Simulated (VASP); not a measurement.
# GaN (R3m) in VASP: notebook

Runs on GaN. Level: PBE. Tasks: single point.

All numbers are computed with VASP 6.6.1; they aren't measurements. Logs are shortened: lines on timing, memory, paths and dates and some standing lists are left out, and cuts for length are marked.

## 1. The cell of the first run

Symmetry: R3m, No. 160, trigonal system. Conventional cell: a = 3.176 Å, b = 3.176 Å, c = 7.858 Å, α = 90.00°, β = 90.00°, γ = 120.00°. Ga (site symmetry 3m) has 4 N at 1.95 to 1.96 Å within 2.6 Å. Within 2.6 Å of N (site symmetry 3m) lie 4 Ga at 1.95 to 1.96 Å.

## 2. Single point, PBE

Contents of INCAR:

```
PREC = Accurate
ENCUT = 520
EDIFF = 1E-6
ISMEAR = 0
SIGMA = 0.02
LREAL = F
LASPH = T
NELM = 80
ALGO = Normal
ISIF = 2
LWAVE = F
LCHARG = F
GGA = PE
NBANDS = 16
```

Contents of KPOINTS:

```
regular mesh
0
Gamma
  8 8 8
```

Contents of POSCAR:

```
GaN
1.0
    0.0150233400      2.2610126700      2.2610126700
    2.2610126700      0.0150233400      2.2610126700
    2.2610126700      2.2610126700      0.0150233400
Ga N
1 1
Direct
    0.0000000000      0.0000000000      0.0000000000
    0.7500000000      0.7500000000      0.7500000000
```

Potentials or basis: VASP PAW PBE potentials, release 64 (Ga_d, N).

Run with:

```
cat potpaw_PBE.64/Ga_d/POTCAR potpaw_PBE.64/N/POTCAR > POTCAR
mpirun -np 1 vasp_std > vasp.out
```

OUTCAR:

```text
PREC = Accurate
   ENCUT = 520
   EDIFF = 1E-6
   ISMEAR = 0
   LREAL = F
   LASPH = T
   NELM = 80
   ISIF = 2
   GGA = PE

 ion  position               nearest neighbor table
   1  0.000  0.000  0.000-   2 1.95   2 1.95   2 1.95   2 1.96
   2  0.750  0.750  0.750-   1 1.95   1 1.95   1 1.95   1 1.96

  LATTYP: Found a trigonal (rhomboedric) cell.
 ALAT       =     3.1975900751
 COS(alpha) =     0.5066333344

  Lattice vectors:

 A1 = (   0.0150233400,   2.2610126700,   2.2610126700)
 A2 = (   2.2610126700,   0.0150233400,   2.2610126700)
 A3 = (   2.2610126700,   2.2610126700,   0.0150233400)

Analysis of symmetry for initial positions (statically):
=====================================================================
 Subroutine PRICEL returns:
 Original cell was already a primitive cell.

 Routine SETGRP: Setting up the symmetry group for a
 trigonal (rhombohedral) supercell.

 Subroutine GETGRP returns: Found  6 space group operations
 (whereof  6 operations were pure point group operations)
 out of a pool of 12 trial point group operations.

The static configuration has the point symmetry C_3v.

Analysis of symmetry for dynamics (positions and initial velocities):
=====================================================================
 Subroutine PRICEL returns:
 Original cell was already a primitive cell.

 Routine SETGRP: Setting up the symmetry group for a
 trigonal (rhombohedral) supercell.

 Subroutine GETGRP returns: Found  6 space group operations
 (whereof  6 operations were pure point group operations)
 out of a pool of 12 trial point group operations.

The dynamic configuration has the point symmetry C_3v.

 Subroutine INISYM returns: Found  6 space group operations
 (whereof  6 operations are pure point group operations),
 and found     1 'primitive' translations

----------------------------------------------------------------------------------------

                                     Primitive cell

  volume of cell :      22.8870

  direct lattice vectors                    reciprocal lattice vectors
     0.015023340  2.261012670  2.261012670    -0.223356194  0.221881896  0.221881896
     2.261012670  0.015023340  2.261012670     0.221881896 -0.223356194  0.221881896
     2.261012670  2.261012670  0.015023340     0.221881896  0.221881896 -0.223356194

  length of vectors
     3.197590075  3.197590075  3.197590075     0.385163785  0.385163785  0.385163785

[... 73 lines left out ...]
   ICHARG =      2    charge: 1-file 2-atom 10-const
   ISPIN  =      1    spin polarized calculation?
   LNONCOLLINEAR =      F non collinear calculations
   LSORBIT =      F    spin-orbit coupling
   LASPH  =      T    aspherical Exc in radial PAW
   ENCUT  =  520.0 eV  38.22 Ry    6.18 a.u.   5.95  5.95  5.95*2*pi/ulx,y,z
   NELM   =     80;   NELMIN=  2; NELMDL= -5     # of ELM steps
   EDIFF  = 0.1E-05   stopping-criterion for ELM
   LREAL  =      F    real-space projection
   EDIFFG = 0.1E-04   stopping-criterion for IOM
   NSW    =      0    number of steps for IOM
   IBRION =     -1    ionic relax: 0-MD 1-quasi-New 2-CG
   NFREE  =      0    steps in history (QN), initial steepest desc. (CG)
   ISIF   =      2    stress and relaxation
   ISYM   =      2    0-nonsym 1-usesym 2-fastsym
   POTIM  = 0.5000    time-step for ionic-motion
   TEBEG  =    0.0;   TEEND  =   0.0 temperature during run
   PSTRESS=    0.0 pullay stress
   NELECT =      18.0000    total number of electrons
   NUPDOWN=      -1.0000    fix difference up-down
   EMIN   =  10.00;   EMAX   =-10.00  energy-range for DOS
   EFERMI =   0.00;   METHOD = LEGACY
   ISMEAR =     0;   SIGMA  =   0.02  broadening in eV -4-tet -1-fermi 0-gaus
   EFERMI_NEDOS =   21; number of points for ismear=-14 and -15
   IALGO  =     38    algorithm
   IMIX   =      4    mixing-type and parameters
     AMIX     =   0.40;   BMIX     =  1.00
     AMIX_MAG =   1.60;   BMIX_MAG =  1.00
  volume/ion in A,a.u.               =      11.44        77.22
  Fermi-wavevector in a.u.,A,eV,Ry     =   1.511133  2.855628 31.069221  2.283523
  Thomas-Fermi vector in A             =   2.621231
   LORBIT       =      0    0 simple, 1 ext, 2 COOP (PROOUT), +10 PAW based schemes
   GGA     = PE    functional components
   LHFCALC =     F    Hartree Fock is set to
   AEXX    =    0.0000 exact exchange contribution
   IVDW    =     0    specifies the selected vdW correction
   LEPSILON=     F    determine dielectric tensor
   LRPA    =     F    only Hartree local field effects (RPA)
 non-spin polarized calculation
 Gauss-broadening in eV      SIGMA  =   0.02
  energy-cutoff  :      520.00
  volume of cell :       22.89
 maximum number of plane-waves:       628
   NGX = 11   NGY = 11   NGZ = 11

 number of electron      18.0000004 magnetization

 Free energy of the ion-electron system (eV)
  ---------------------------------------------------
  ext. energy  EPLUGINS =         0.00000000
  ---------------------------------------------------
  free energy    TOTEN  =       -12.14092761 eV

  energy without entropy =      -12.14092761  energy(sigma->0) =      -12.14092761

 E-fermi :   5.4701     XC(G=0): -11.6669

 val. band max:        5.2954113637   @ k =   0.0000   0.0000   0.0000
 cond. band min:       7.0041492407   @ k =   0.0000   0.0000   0.0000
 fundamental gap:      1.7087378769
 Fermi energy:         5.4700745551

 k-point     1 :       0.0000    0.0000    0.0000
  band No.  band energies     occupation
      1     -10.6524      2.00000
      2      -8.1607      2.00000
      3      -8.1607      2.00000
      4      -8.1594      2.00000
      5      -7.8405      2.00000
      6      -7.8405      2.00000
[... 433 lines left out ...]
      3      -8.0702      2.00000
      4      -7.8525      2.00000
      5      -7.8433      2.00000
      6      -7.4647      2.00000
[... 8 lines left out ...]
     15      22.1021      0.00000
     16      24.5983      0.00000

 [... further k-points ...]
[... 5 lines left out ...]
  --------------------------------------------------------------------------------------
  -------------------------------------------------------------------------------------
  Total        0.7312552      0.7312552      0.7312552     -0.1805588     -0.1805588     -0.1805588
  in kB       51.1906625     51.1906625     51.1906625    -12.6398080    -12.6398080    -12.6398080
  external PRESSURE =      51.1906625 kB  Pullay stress =       0.0000000 kB

 VOLUME and BASIS-vectors are now :
 -----------------------------------------------------------------------------
  energy-cutoff  :      520.00
  volume of cell :       22.89
      direct lattice vectors                 reciprocal lattice vectors
     0.015023340  2.261012670  2.261012670    -0.223356194  0.221881896  0.221881896
     2.261012670  0.015023340  2.261012670     0.221881896 -0.223356194  0.221881896
     2.261012670  2.261012670  0.015023340     0.221881896  0.221881896 -0.223356194

 POSITION                                       TOTAL-FORCE (eV/Angst)
 -----------------------------------------------------------------------------------
      0.00000      0.00000      0.00000        -0.053912     -0.053912     -0.053912
      3.40279      3.40279      3.40279         0.053912      0.053912      0.053912
 -----------------------------------------------------------------------------------
    total drift:                               -0.000023     -0.000023     -0.000023

  FREE ENERGIE OF THE ION-ELECTRON SYSTEM (eV)
  ---------------------------------------------------
  free  energy   TOTEN  =       -12.1409276126 eV

  energy  without entropy=      -12.1409276126  energy(sigma->0) =      -12.14092761
```

OSZICAR:

```text
N       E                     dE             d eps       ncg     rms          rms(c)
DAV:   1     0.800280462669E+02    0.80028E+02   -0.93914E+03  2360   0.204E+03
DAV:   2    -0.854649789385E+01   -0.88575E+02   -0.83126E+02  2400   0.327E+02
DAV:   3    -0.140791040131E+02   -0.55326E+01   -0.55098E+01  2344   0.693E+01
DAV:   4    -0.141417295565E+02   -0.62626E-01   -0.62617E-01  2656   0.789E+00
DAV:   5    -0.141425140124E+02   -0.78446E-03   -0.78445E-03  2408   0.774E-01    0.772E+00
DAV:   6    -0.121400426675E+02    0.20025E+01   -0.49262E+00  3144   0.397E+01    0.268E+00
DAV:   7    -0.121485505540E+02   -0.85079E-02   -0.31934E-01  2248   0.657E+00    0.177E+00
DAV:   8    -0.121448712497E+02    0.36793E-02   -0.58003E-02  2424   0.327E+00    0.792E-01
DAV:   9    -0.121406623742E+02    0.42089E-02   -0.14463E-02  3128   0.274E+00    0.201E-01
DAV:  10    -0.121410241413E+02   -0.36177E-03   -0.15450E-03  2392   0.550E-01    0.978E-02
DAV:  11    -0.121409221925E+02    0.10195E-03   -0.29608E-04  3048   0.265E-01    0.836E-03
DAV:  12    -0.121409278340E+02   -0.56415E-05   -0.31027E-05  2320   0.542E-02    0.106E-02
DAV:  13    -0.121409276126E+02    0.22137E-06   -0.71392E-07  1944   0.151E-02
   1 F= -.12140928E+02 E0= -.12140928E+02  d E =-.332205E-37
```

stdout:

```text
POSCAR found type information on POSCAR GaN
 POSCAR found :  2 types and       2 ions
 scaLAPACK will be used
 LDA part: xc-table for (Slater+PW92), standard interpolation
 POSCAR, INCAR and KPOINTS ok, starting setup
 FFT: planning ... GRIDC
 FFT: planning ... GRID_SOFT
 FFT: planning ... GRID
 WAVECAR not read
 entering main loop
```

It took 37 s on 1 thread of AMD EPYC 7R13, shared host; peak memory 0.12 GiB.

What came out:

```
Free energy            : -12.1409 eV
Pressure               : 5.1 GPa
Largest force          : 0.093 eV/Å
Band gap on the k mesh : 1.71 eV, direct
```

Forces in eV/Å, atoms in the order of the input:
```
Ga  -0.054 -0.054 -0.054
N    0.054  0.054  0.054
```

Stress tensor (GPa, compression positive):
```
 5.12 -1.26 -1.26
-1.26  5.12 -1.26
-1.26 -1.26  5.12
```

Levels at points of the mesh, in eV from the valence-band top:
```
           k point  band 7  band 8  band 9  band 10  band 11  band 12
(0.00, 0.00, 0.00)   -0.04    0.00    0.00     1.71    10.13    10.37
(0.50, 0.00, 0.00)   -7.04   -1.00   -0.99     4.60     8.73    10.26
(0.50, 0.50, 0.00)   -6.14   -2.75   -2.67     3.34     6.65    11.69
(0.50, 0.50, 0.50)   -7.06   -0.94   -0.94     4.71     8.67    10.45
```

## 3. Single point, PBE

Contents of INCAR:

```
ALGO = Normal
EDIFF = 1E-6
ENCUT = 520
GGA = PE
ISIF = 2
ISMEAR = 0
LASPH = True
LCHARG = False
LREAL = False
LWAVE = False
NBANDS = 16
NELM = 100
PREC = Accurate
SIGMA = 0.02
```

Contents of KPOINTS:

```
k-points
0
Gamma
  8 8 8
```

Contents of POSCAR:

```
GaN
1.0
    0.0300466800      2.2685243400      2.2685243400
    2.2685243400      0.0300466800      2.2685243400
    2.2685243400      2.2685243400      0.0300466800
Ga N
1 1
Direct
    0.0000000000      0.0000000000      0.0000000000
    0.7500000000      0.7500000000      0.7500000000
```

Potentials or basis: VASP PAW PBE potentials, release 64 (Ga_d, N).

Run with:

```
cat potpaw_PBE.64/Ga_d/POTCAR potpaw_PBE.64/N/POTCAR > POTCAR
mpirun -np 1 vasp_std > vasp.out
```

OUTCAR:

```text
EDIFF = 1E-6
   ENCUT = 520
   GGA = PE
   ISIF = 2
   ISMEAR = 0
   LASPH = True
   LREAL = False
   NELM = 100
   PREC = Accurate

 ion  position               nearest neighbor table
   1  0.000  0.000  0.000-   2 1.94   2 1.94   2 1.94   2 1.98
   2  0.750  0.750  0.750-   1 1.94   1 1.94   1 1.94   1 1.98

  LATTYP: Found a trigonal (rhomboedric) cell.
 ALAT       =     3.2083185885
 COS(alpha) =     0.5132000175

  Lattice vectors:

 A1 = (   0.0300466800,   2.2685243400,   2.2685243400)
 A2 = (   2.2685243400,   0.0300466800,   2.2685243400)
 A3 = (   2.2685243400,   2.2685243400,   0.0300466800)

Analysis of symmetry for initial positions (statically):
=====================================================================
 Subroutine PRICEL returns:
 Original cell was already a primitive cell.

 Routine SETGRP: Setting up the symmetry group for a
 trigonal (rhombohedral) supercell.

 Subroutine GETGRP returns: Found  6 space group operations
 (whereof  6 operations were pure point group operations)
 out of a pool of 12 trial point group operations.

The static configuration has the point symmetry C_3v.

Analysis of symmetry for dynamics (positions and initial velocities):
=====================================================================
 Subroutine PRICEL returns:
 Original cell was already a primitive cell.

 Routine SETGRP: Setting up the symmetry group for a
 trigonal (rhombohedral) supercell.

 Subroutine GETGRP returns: Found  6 space group operations
 (whereof  6 operations were pure point group operations)
 out of a pool of 12 trial point group operations.

The dynamic configuration has the point symmetry C_3v.

 Subroutine INISYM returns: Found  6 space group operations
 (whereof  6 operations are pure point group operations),
 and found     1 'primitive' translations

----------------------------------------------------------------------------------------

                                     Primitive cell

  volume of cell :      22.8847
[... 103 lines left out ...]
   EFERMI =   0.00;   METHOD = LEGACY
   ISMEAR =     0;   SIGMA  =   0.02  broadening in eV -4-tet -1-fermi 0-gaus
   EFERMI_NEDOS =   21; number of points for ismear=-14 and -15
   IALGO  =     38    algorithm
   IMIX   =      4    mixing-type and parameters
     AMIX     =   0.40;   BMIX     =  1.00
     AMIX_MAG =   1.60;   BMIX_MAG =  1.00
  volume/ion in A,a.u.               =      11.44        77.22
  Fermi-wavevector in a.u.,A,eV,Ry     =   1.511183  2.855722 31.071282  2.283675
  Thomas-Fermi vector in A             =   2.621274
   LORBIT       =      0    0 simple, 1 ext, 2 COOP (PROOUT), +10 PAW based schemes
   GGA     = PE    functional components
   LHFCALC =     F    Hartree Fock is set to
   AEXX    =    0.0000 exact exchange contribution
   IVDW    =     0    specifies the selected vdW correction
   LEPSILON=     F    determine dielectric tensor
   LRPA    =     F    only Hartree local field effects (RPA)
 non-spin polarized calculation
 Gauss-broadening in eV      SIGMA  =   0.02
  energy-cutoff  :      520.00
  volume of cell :       22.88
 maximum number of plane-waves:       628
   NGX = 11   NGY = 11   NGZ = 11

 number of electron      18.0000004 magnetization

 Free energy of the ion-electron system (eV)
  ---------------------------------------------------
  ext. energy  EPLUGINS =         0.00000000
  ---------------------------------------------------
  free energy    TOTEN  =       -12.13550949 eV

  energy without entropy =      -12.13550949  energy(sigma->0) =      -12.13550949

 E-fermi :   5.4479     XC(G=0): -11.6674

 val. band max:        5.3103646799   @ k =   0.0000   0.0000   0.0000
 cond. band min:       6.9985397255   @ k =   0.0000   0.0000   0.0000
 fundamental gap:      1.6881750456
 Fermi energy:         5.4478558282

 k-point     1 :       0.0000    0.0000    0.0000
  band No.  band energies     occupation
      1     -10.6541      2.00000
      2      -8.1609      2.00000
      3      -8.1609      2.00000
      4      -8.1579      2.00000
      5      -7.8400      2.00000
      6      -7.8400      2.00000
[... 433 lines left out ...]
      3      -8.0694      2.00000
      4      -7.8506      2.00000
      5      -7.8442      2.00000
      6      -7.4652      2.00000
[... 8 lines left out ...]
     15      22.0565      0.00000
     16      24.5504      0.00000

 [... further k-points ...]
[... 5 lines left out ...]
  --------------------------------------------------------------------------------------
  -------------------------------------------------------------------------------------
  Total        0.7453020      0.7453020      0.7453020     -0.3574919     -0.3574919     -0.3574919
  in kB       52.1791842     52.1791842     52.1791842    -25.0282883    -25.0282883    -25.0282883
  external PRESSURE =      52.1791842 kB  Pullay stress =       0.0000000 kB

 VOLUME and BASIS-vectors are now :
 -----------------------------------------------------------------------------
  energy-cutoff  :      520.00
  volume of cell :       22.88
      direct lattice vectors                 reciprocal lattice vectors
     0.030046680  2.268524340  2.268524340    -0.224835603  0.221896575  0.221896575
     2.268524340  0.030046680  2.268524340     0.221896575 -0.224835603  0.221896575
     2.268524340  2.268524340  0.030046680     0.221896575  0.221896575 -0.224835603

 POSITION                                       TOTAL-FORCE (eV/Angst)
 -----------------------------------------------------------------------------------
      0.00000      0.00000      0.00000        -0.102882     -0.102882     -0.102882
      3.42532      3.42532      3.42532         0.102882      0.102882      0.102882
 -----------------------------------------------------------------------------------
    total drift:                               -0.000047     -0.000047     -0.000047

  FREE ENERGIE OF THE ION-ELECTRON SYSTEM (eV)
  ---------------------------------------------------
  free  energy   TOTEN  =       -12.1355094903 eV

  energy  without entropy=      -12.1355094903  energy(sigma->0) =      -12.13550949
```

Run time: 44 s. Hardware: 1 thread of AMD EPYC 7R13, shared host; peak memory 0.12 GiB.

What came out:

- Free energy: -12.1355 eV
- Pressure: 5.2 GPa
- Largest force: 0.178 eV/Å
- Band gap on the k mesh: 1.69 eV, direct

Forces in eV/Å, atoms in the order of the input:
```
Ga  -0.103 -0.103 -0.103
N    0.103  0.103  0.103
```

As with any semilocal functional, this PBE gap is likely too small.

## 4. Single point, PBE

Contents of INCAR:

```
SYSTEM = GaN
PREC = Accurate
ENCUT = 520
EDIFF = 1E-6
ISMEAR = 0
SIGMA = 0.02
LREAL = .False.
LASPH = .True.
NELM = 100
ALGO = Normal
ISIF = 2
LWAVE = .False.
LCHARG = .False.
GGA = PE
NBANDS = 16
```

Contents of KPOINTS:

```
regular mesh
0
Gamma
  8 8 8
  0 0 0
```

Contents of POSCAR:

```
GaN
1.0
    0.0450700200      2.2760360100      2.2760360100
    2.2760360100      0.0450700200      2.2760360100
    2.2760360100      2.2760360100      0.0450700200
Ga N
1 1
Direct
    0.0000000000      0.0000000000      0.0000000000
    0.7500000000      0.7500000000      0.7500000000
```

Run with:

```
cat potpaw_PBE.64/Ga_d/POTCAR potpaw_PBE.64/N/POTCAR > POTCAR
mpirun -np 1 vasp_std > vasp.out
```

Run time: 42 s. Hardware: 1 thread of AMD EPYC 7R13, shared host; peak memory 0.12 GiB.

It converged, with:

```
Free energy            : -12.1266 eV
Pressure               : 5.4 GPa
Largest force          : 0.255 eV/Å
Band gap on the k mesh : 1.66 eV, direct
```

Forces on the atoms (eV/Å):
```
Ga  -0.147 -0.147 -0.147
N    0.147  0.147  0.147
```

Stress tensor (GPa, compression positive):
```
 5.38 -3.72 -3.72
-3.72  5.38 -3.72
-3.72 -3.72  5.38
```

Levels at points of the mesh, in eV from the valence-band top:
| k point | band 7 | band 8 | band 9 | band 10 | band 11 | band 12 |
| --- | --- | --- | --- | --- | --- | --- |
| (0.00, 0.00, 0.00) | -0.13 | 0.00 | 0.00 | 1.66 | 9.81 | 10.51 |
| (0.50, 0.00, 0.00) | -7.06 | -1.06 | -1.04 | 4.51 | 8.70 | 10.08 |
| (0.50, 0.50, 0.00) | -6.17 | -2.86 | -2.62 | 3.30 | 6.64 | 11.63 |
| (0.50, 0.50, 0.50) | -7.12 | -0.88 | -0.88 | 4.84 | 8.55 | 10.61 |

## 5. Overview

| cell | gap on the mesh (eV) | pressure (GPa) | largest force (eV/Å) |
| --- | --- | --- | --- |
| a = 3.198 Å, angles 59.6°, 2 atoms | 1.71 | 5.1 | 0.09 |
| a = 3.208 Å, angles 59.1°, 2 atoms | 1.69 | 5.2 | 0.18 |
| a = 3.219 Å, angles 58.7°, 2 atoms | 1.66 | 5.4 | 0.26 |

Alike in all rows: task single point; level PBE; potentials or basis VASP PAW PBE potentials, release 64 (Ga_d, N); no spin polarisation; k mesh 8 × 8 × 8; cutoff (eV) 520; smearing gaussian 0.02 eV.

Total energies depend on the potentials used, so only differences within one code and one set of settings carry meaning.
